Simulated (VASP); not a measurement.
Here is a VASP 6.6.1 calculation.

Contents of POSCAR:

```
GaN
1.0
    0.0000000000      2.1084610053      2.1084610053
    2.1084610053      0.0000000000      2.1084610053
    2.1084610053      2.1084610053      0.0000000000
Ga N
1 1
Direct
    0.5000000000      0.5000000000      0.5000000000
    0.0000000000      0.0000000000      0.0000000000
```

File INCAR.step1:

```
SYSTEM = GaN
ALGO     = Normal         ! electronic algorithm
EDIFF    = 1E-4           ! SCF threshold, eV
ENCUT    = 520            ! plane-wave cutoff, eV
GGA      = PE             ! functional
ISMEAR   = 0              ! smearing method
LASPH    = .True.         ! aspherical terms in the spheres
LCHARG   = .False.        ! write CHGCAR
LREAL    = .False.        ! projectors in reciprocal space
LWAVE    = .True.         ! write WAVECAR
NBANDS   = 16             ! bands
NELM     = 60             ! most SCF steps
PREC     = Accurate       ! precision mode
SIGMA    = 0.05           ! smearing width, eV
```

INCAR.step2

```
SYSTEM = GaN
ALGO     = Normal         ! electronic algorithm
EDIFF    = 1E-6           ! SCF threshold, eV
ENCUT    = 520            ! plane-wave cutoff, eV
ISIF     = 2              ! what is computed and relaxed
ISMEAR   = 0              ! smearing method
ISTART   = 1            
LASPH    = .True.         ! aspherical terms in the spheres
LCHARG   = .True.         ! write CHGCAR
LELF     = .True.         ! ELF
LMIXTAU  = .True.       
LREAL    = .False.        ! projectors in reciprocal space
LVHAR    = .True.       
LWAVE    = .False.        ! write WAVECAR
METAGGA  = R2SCAN         ! meta-GGA
NBANDS   = 16             ! bands
NELM     = 60             ! most SCF steps
PREC     = Accurate       ! precision mode
SIGMA    = 0.05           ! smearing width, eV
```

Contents of KPOINTS:

```
k-points
0
Gamma
  10 10 10
  0 0 0
```

Potentials or basis: VASP PAW PBE potentials, release 64 (Ga_d, N).

The run is started by

```bash
$ cat potpaw_PBE.64/Ga_d/POTCAR potpaw_PBE.64/N/POTCAR > POTCAR
$ cp INCAR.step1 INCAR
$ mpirun -np 1 vasp_std > vasp.out
$ cp INCAR.step2 INCAR
$ mpirun -np 1 vasp_std > vasp.out
```

Predict the band gap on the k mesh.

1.18 eV, indirect (least direct gap 3.41 eV).

Estimate the pressure.

1.3 GPa.

Caveat: the PAW data sets were made with another functional, which shifts forces and pressure a little. A k mesh can miss the band edges.
